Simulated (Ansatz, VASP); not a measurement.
# One calculation of Bi, two programs

```
CELL_PARAMETERS angstrom
2.26726 1.30900 4.11667
-2.26726 1.30900 4.11667
0.00000 -2.61800 4.11667
ATOMIC_POSITIONS crystal
Bi 0.23171 0.23171 0.23171
Bi 0.76829 0.76829 0.76829
```

Alike in both runs: task single point; functional r2SCAN; k mesh 9 × 9 × 9; no spin polarisation.

```csv
,VASP,Ansatz
version,VASP 6.6.1,Ansatz 0.2.0
potentials or method,"VASP PAW PBE potentials, release 64 (Bi_d), cutoff 520 eV","plane waves (500 eV) with PAW, scalar-relativistic"
occupations,"methfessel-paxton of order 1, width 0.2 eV","cold, width 0.2 eV"
valence electrons in the cell,30,30
```

```tsv
	VASP	Ansatz	Ansatz less VASP
pressure (GPa)	0.0	0.0	+0.04
```

VASP's potentials were made for PBE, not for r2SCAN.

Spin-orbit coupling is off throughout.
